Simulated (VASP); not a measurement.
# MgS (Niningerite) (Fm-3m) in VASP: notebook

The runs below take MgS (Niningerite) through single point, relaxation of cell and atoms, with PBEsol.

Everything below comes from runs of VASP 6.6.1. Logs are shortened: lines on timing, memory, paths and dates and some standing lists are left out, and cuts for length are marked.

## Step 1: The cell of the first run

It takes space group Fm-3m (No. 225, cubic). The conventional cell has a = 5.182 Å, b = 5.182 Å, c = 5.182 Å, α = 90.00°, β = 90.00°, γ = 90.00°. Mg (site symmetry m-3m) has 6 S at 2.59 Å within 3.4 Å. Within 3.4 Å of S (site symmetry m-3m) lie 6 Mg at 2.59 Å.

## Step 2: Single point, PBEsol

INCAR reads:

```
SYSTEM = MgS
PREC = Accurate ; ENCUT = 520
EDIFF = 1E-6 ; ISMEAR = 0
SIGMA = 0.02 ; LREAL = .False.
LASPH = .True. ; NELM = 100
ALGO = Normal ; ISIF = 2
LWAVE = .False. ; LCHARG = .False.
GGA = PS ; NBANDS = 11
```

KPOINTS reads:

```
regular mesh
0
Gamma
  8 8 8
  0 0 0
```

POSCAR reads:

```
MgS
1.0
    0.0000000000      2.5909905692      2.5909905692
    2.5909905692      0.0000000000      2.5909905692
    2.5909905692      2.5909905692      0.0000000000
Mg S
1 1
Direct
    0.0000000000      0.0000000000      0.0000000000
    0.5000000000      0.5000000000      0.5000000000
```

Potentials or basis: VASP PAW PBE potentials, release 64 (Mg, S).

On the command line:

```bash
$ cat potpaw_PBE.64/Mg/POTCAR potpaw_PBE.64/S/POTCAR > POTCAR
$ mpirun -np 1 vasp_std > vasp.out
```

OUTCAR:

```text
SYSTEM = MgS
   PREC = Accurate
   ENCUT = 520
   EDIFF = 1E-6
   ISMEAR = 0
   LREAL = .False.
   LASPH = .True.
   NELM = 100
   ISIF = 2
   GGA = PS

 ion  position               nearest neighbor table
   1  0.000  0.000  0.000-   2 2.59   2 2.59   2 2.59   2 2.59   2 2.59   2 2.59
   2  0.500  0.500  0.500-   1 2.59   1 2.59   1 2.59   1 2.59   1 2.59   1 2.59

  LATTYP: Found a face centered cubic cell.
 ALAT       =     5.1819811384

  Lattice vectors:

 A1 = (   0.0000000000,   2.5909905692,   2.5909905692)
 A2 = (   2.5909905692,   0.0000000000,   2.5909905692)
 A3 = (   2.5909905692,   2.5909905692,   0.0000000000)

Analysis of symmetry for initial positions (statically):
=====================================================================
 Subroutine PRICEL returns:
 Original cell was already a primitive cell.

 Routine SETGRP: Setting up the symmetry group for a
 face centered cubic supercell.

 Subroutine GETGRP returns: Found 48 space group operations
 (whereof 48 operations were pure point group operations)
 out of a pool of 48 trial point group operations.

The static configuration has the point symmetry O_h .

Analysis of symmetry for dynamics (positions and initial velocities):
=====================================================================
 Subroutine PRICEL returns:
 Original cell was already a primitive cell.

 Routine SETGRP: Setting up the symmetry group for a
 face centered cubic supercell.

 Subroutine GETGRP returns: Found 48 space group operations
 (whereof 48 operations were pure point group operations)
 out of a pool of 48 trial point group operations.

The dynamic configuration has the point symmetry O_h .

 Subroutine INISYM returns: Found 48 space group operations
 (whereof 48 operations are pure point group operations),
 and found     1 'primitive' translations

----------------------------------------------------------------------------------------

                                     Primitive cell

  volume of cell :      34.7878

  direct lattice vectors                    reciprocal lattice vectors
     0.000000000  2.590990569  2.590990569    -0.192976387  0.192976387  0.192976387
     2.590990569  0.000000000  2.590990569     0.192976387 -0.192976387  0.192976387
     2.590990569  2.590990569  0.000000000     0.192976387  0.192976387 -0.192976387

  length of vectors
     3.664214003  3.664214003  3.664214003     0.334244908  0.334244908  0.334244908

  position of ions in fractional coordinates (direct lattice)
     0.000000000  0.000000000  0.000000000
     0.500000000  0.500000000  0.500000000

  ion indices of the primitive-cell ions
   primitive index   ion index
                 1           1
                 2           2

----------------------------------------------------------------------------------------

 KPOINTS: regular mesh

Automatic generation of k-mesh.
 Grid dimensions read from file:
 generate k-points for:    8    8    8

 Generating k-lattice:

  Cartesian coordinates                     Fractional coordinates (reciprocal lattice)
    -0.024122048  0.024122048  0.024122048     0.125000000  0.000000000  0.000000000
     0.024122048 -0.024122048  0.024122048     0.000000000  0.125000000  0.000000000
     0.024122048  0.024122048 -0.024122048     0.000000000  0.000000000  0.125000000

  Length of vectors
     0.041780613  0.041780613  0.041780613

  Shift w.r.t. Gamma in fractional coordinates (k-lattice)
     0.000000000  0.000000000  0.000000000

 Subroutine IBZKPT returns following result:
 ===========================================

 Found     29 irreducible k-points:

 Following reciprocal coordinates:
            Coordinates               Weight
  0.000000  0.000000  0.000000      1.000000
  0.125000  0.000000  0.000000      8.000000
  0.250000  0.000000  0.000000      8.000000
  0.375000  0.000000  0.000000      8.000000
  0.500000  0.000000  0.000000      4.000000
  0.125000  0.125000  0.000000      6.000000
[... 16 lines left out ...]
  0.500000  0.250000  0.125000     48.000000
 -0.375000  0.250000  0.125000     24.000000
 [... further k-points ...]
   k-points           NKPTS =     29   k-points in BZ     NKDIM =     29   number of bands    NBANDS=     11
   number of dos      NEDOS =    301   number of ions     NIONS =      2
   total plane-waves  NPLWV =  21952
   dimension x,y,z NGX =    28 NGY =   28 NGZ =   28
   dimension x,y,z NGXF=    56 NGYF=   56 NGZF=   56
   ions per type =               1   1
   NGX,Y,Z   is equivalent  to a cutoff of  12.70, 12.70, 12.70 a.u.
   NGXF,Y,Z  is equivalent  to a cutoff of  25.41, 25.41, 25.41 a.u.
 SYSTEM =  MgS
   PREC   = accura    normal or accurate (medium, high low for compatibility)
   ISTART =      0    job   : 0-new  1-cont  2-samecut
   ICHARG =      2    charge: 1-file 2-atom 10-const
   ISPIN  =      1    spin polarized calculation?
   LNONCOLLINEAR =      F non collinear calculations
   LSORBIT =      F    spin-orbit coupling
   LASPH  =      T    aspherical Exc in radial PAW
   ENCUT  =  520.0 eV  38.22 Ry    6.18 a.u.   6.81  6.81  6.81*2*pi/ulx,y,z
   NELM   =    100;   NELMIN=  2; NELMDL= -5     # of ELM steps
   EDIFF  = 0.1E-05   stopping-criterion for ELM
   LREAL  =      F    real-space projection
   EDIFFG = 0.1E-04   stopping-criterion for IOM
   NSW    =      0    number of steps for IOM
   IBRION =     -1    ionic relax: 0-MD 1-quasi-New 2-CG
   NFREE  =      0    steps in history (QN), initial steepest desc. (CG)
   ISIF   =      2    stress and relaxation
   ISYM   =      2    0-nonsym 1-usesym 2-fastsym
   POTIM  = 0.5000    time-step for ionic-motion
   TEBEG  =    0.0;   TEEND  =   0.0 temperature during run
   PSTRESS=    0.0 pullay stress
   NELECT =       8.0000    total number of electrons
   NUPDOWN=      -1.0000    fix difference up-down
   EMIN   =  10.00;   EMAX   =-10.00  energy-range for DOS
   EFERMI =   0.00;   METHOD = LEGACY
   ISMEAR =     0;   SIGMA  =   0.02  broadening in eV -4-tet -1-fermi 0-gaus
   EFERMI_NEDOS =   21; number of points for ismear=-14 and -15
   IALGO  =     38    algorithm
   IMIX   =      4    mixing-type and parameters
     AMIX     =   0.40;   BMIX     =  1.00
     AMIX_MAG =   1.60;   BMIX_MAG =  1.00
  volume/ion in A,a.u.               =      17.39       117.38
  Fermi-wavevector in a.u.,A,eV,Ry     =   1.002988  1.895372 13.687251  1.005985
  Thomas-Fermi vector in A             =   2.135511
   LORBIT       =      0    0 simple, 1 ext, 2 COOP (PROOUT), +10 PAW based schemes
   GGA     = PS    functional components
   LHFCALC =     F    Hartree Fock is set to
   AEXX    =    0.0000 exact exchange contribution
   IVDW    =     0    specifies the selected vdW correction
   LEPSILON=     F    determine dielectric tensor
   LRPA    =     F    only Hartree local field effects (RPA)
 non-spin polarized calculation
 Gauss-broadening in eV      SIGMA  =   0.02
  energy-cutoff  :      520.00
  volume of cell :       34.79
 maximum number of plane-waves:       960
   NGX = 13   NGY = 13   NGZ = 13

 number of electron       7.9999999 magnetization

 Free energy of the ion-electron system (eV)
  ---------------------------------------------------
  ext. energy  EPLUGINS =         0.00000000
  ---------------------------------------------------
  free energy    TOTEN  =        -9.07505713 eV

  energy without entropy =       -9.07505713  energy(sigma->0) =       -9.07505713

 E-fermi :   3.9546     XC(G=0):  -9.8876

 val. band max:        3.7860619000   @ k =   0.0000   0.0000   0.0000
 cond. band min:       6.5157054950   @ k =   0.5000   0.5000   0.0000
 fundamental gap:      2.7296435949
 Fermi energy:         3.9546418023

 k-point     1 :       0.0000    0.0000    0.0000
  band No.  band energies     occupation
      1      -8.9684      2.00000
      2       3.7861      2.00000
      3       3.7861      2.00000
      4       3.7861      2.00000
      5       7.4760      0.00000
      6      11.6323      0.00000
      7      11.6323      0.00000
      8      11.6323      0.00000
      9      14.1110      0.00000
     10      14.1110      0.00000
     11      16.1114      0.00000

 k-point     2 :       0.1250    0.0000    0.0000
  band No.  band energies     occupation
      1      -8.8126      2.00000
      2       2.7083      2.00000
      3       3.6804      2.00000
      4       3.6804      2.00000
      5       8.2811      0.00000
      6      11.3138      0.00000
      7      11.8903      0.00000
      8      11.8903      0.00000
      9      13.4662      0.00000
     10      13.4662      0.00000
     11      16.4407      0.00000

 k-point     3 :       0.2500    0.0000    0.0000
  band No.  band energies     occupation
      1      -8.3900      2.00000
      2       0.9059      2.00000
      3       3.4508      2.00000
      4       3.4508      2.00000
      5       8.6607      0.00000
      6      11.5385      0.00000
      7      11.5385      0.00000
      8      12.0677      0.00000
      9      14.0250      0.00000
     10      14.0250      0.00000
     11      15.6299      0.00000

 k-point     4 :       0.3750    0.0000    0.0000
  band No.  band energies     occupation
      1      -7.8706      2.00000
      2      -0.5770      2.00000
      3       3.2494      2.00000
      4       3.2494      2.00000
      5       8.3513      0.00000
      6      10.8742      0.00000
      7      10.8742      0.00000
      8      13.6284      0.00000
      9      15.2690      0.00000
     10      16.0087      0.00000
     11      16.0087      0.00000

 k-point     5 :       0.5000    0.0000    0.0000
  band No.  band energies     occupation
      1      -7.6106      2.00000
      2      -1.1745      2.00000
      3       3.1726      2.00000
      4       3.1726      2.00000
      5       8.2048      0.00000
      6      10.6267      0.00000
      7      10.6267      0.00000
      8      13.9860      0.00000
      9      15.8291      0.00000
     10      18.2268      0.00000
     11      18.2268      0.00000
[... 211 lines left out ...]
 k-point    21 :       0.5000    0.5000    0.0000
  band No.  band energies     occupation
      1      -7.2224      2.00000
      2      -0.5401      2.00000
      3       2.0499      2.00000
      4       2.0499      2.00000
      5       6.5157      0.00000
      6       7.9916      0.00000
      7      15.7788      0.00000
      8      16.6421      0.00000
      9      17.1741      0.00000
     10      17.1741      0.00000
     11      19.6928      0.00000

 k-point    22 :       0.3750    0.2500    0.1250
  band No.  band energies     occupation
      1      -8.0581      2.00000
      2       0.6370      2.00000
      3       2.2745      2.00000
      4       3.0836      2.00000
      5       9.5679      0.00000
      6      10.1439      0.00000
      7      10.8119      0.00000
      8      12.9748      0.00000
      9      13.8603      0.00000
     10      16.7555      0.00000
     11      18.6489      0.00000

 k-point    23 :       0.5000    0.2500    0.1250
  band No.  band energies     occupation
      1      -7.6180      2.00000
      2      -0.2320      2.00000
      3       1.7188      2.00000
      4       2.7597      2.00000
      5       9.3651      0.00000
      6      10.0908      0.00000
      7      11.5266      0.00000
      8      12.7649      0.00000
      9      15.4323      0.00000
     10      18.0441      0.00000
     11      18.6565      0.00000

 k-point    24 :      -0.3750    0.2500    0.1250
  band No.  band energies     occupation
      1      -7.4061      2.00000
      2      -0.6405      2.00000
      3       1.5713      2.00000
      4       2.5940      2.00000
      5       9.3184      0.00000
      6       9.8010      0.00000
      7      12.1714      0.00000
      8      13.1766      0.00000
      9      16.0015      0.00000
     10      17.1054      0.00000
     11      19.2796      0.00000

 [... further k-points ...]

------------------------ aborting loop because EDIFF is reached ----------------------------------------

  FORCE on cell =-STRESS in cart. coord.  units (eV):
  Direction    XX          YY          ZZ          XY          YZ          ZX
  --------------------------------------------------------------------------------------
  -------------------------------------------------------------------------------------
  Total       -0.0429190     -0.0429190     -0.0429190      0.0000000      0.0000000      0.0000000
  in kB       -1.9766649     -1.9766649     -1.9766649      0.0000000      0.0000000      0.0000000
  external PRESSURE =      -1.9766649 kB  Pullay stress =       0.0000000 kB

 VOLUME and BASIS-vectors are now :
 -----------------------------------------------------------------------------
  energy-cutoff  :      520.00
  volume of cell :       34.79
      direct lattice vectors                 reciprocal lattice vectors
     0.000000000  2.590990569  2.590990569    -0.192976387  0.192976387  0.192976387
     2.590990569  0.000000000  2.590990569     0.192976387 -0.192976387  0.192976387
     2.590990569  2.590990569  0.000000000     0.192976387  0.192976387 -0.192976387

 POSITION                                       TOTAL-FORCE (eV/Angst)
 -----------------------------------------------------------------------------------
      0.00000      0.00000      0.00000         0.000000     -0.000000      0.000000
      2.59099      2.59099      2.59099        -0.000000      0.000000      0.000000
 -----------------------------------------------------------------------------------
    total drift:                                0.000000      0.000000      0.000000

  FREE ENERGIE OF THE ION-ELECTRON SYSTEM (eV)
  ---------------------------------------------------
  free  energy   TOTEN  =        -9.0750571315 eV

  energy  without entropy=       -9.0750571315  energy(sigma->0) =       -9.07505713
```

Wall time 6.8 s (1 thread of Intel Xeon 6975P-C (Granite Rapids), shared host); peak memory 0.15 GiB.

Results:

* Free energy: -9.0751 eV
* Pressure: -0.2 GPa
* Band gap on the k mesh: 2.73 eV, indirect (least direct gap 3.69 eV)

Levels at points of the mesh, in eV from the valence-band top:
| k point | band 1 | band 2 | band 3 | band 4 | band 5 | band 6 | band 7 | band 8 | band 9 |
| --- | --- | --- | --- | --- | --- | --- | --- | --- | --- |
| (0.00, 0.00, 0.00) | -12.75 | 0.00 | 0.00 | 0.00 | 3.69 | 7.85 | 7.85 | 7.85 | 10.32 |
| (0.50, 0.00, 0.00) | -11.40 | -4.96 | -0.61 | -0.61 | 4.42 | 6.84 | 6.84 | 10.20 | 12.04 |
| (0.50, 0.50, 0.00) | -11.01 | -4.33 | -1.74 | -1.74 | 2.73 | 4.21 | 11.99 | 12.86 | 13.39 |

Caveat: the PAW data sets were made with another functional, which shifts forces and pressure a little. A k mesh can miss the band edges.

(Continued in part 2 of 2.)
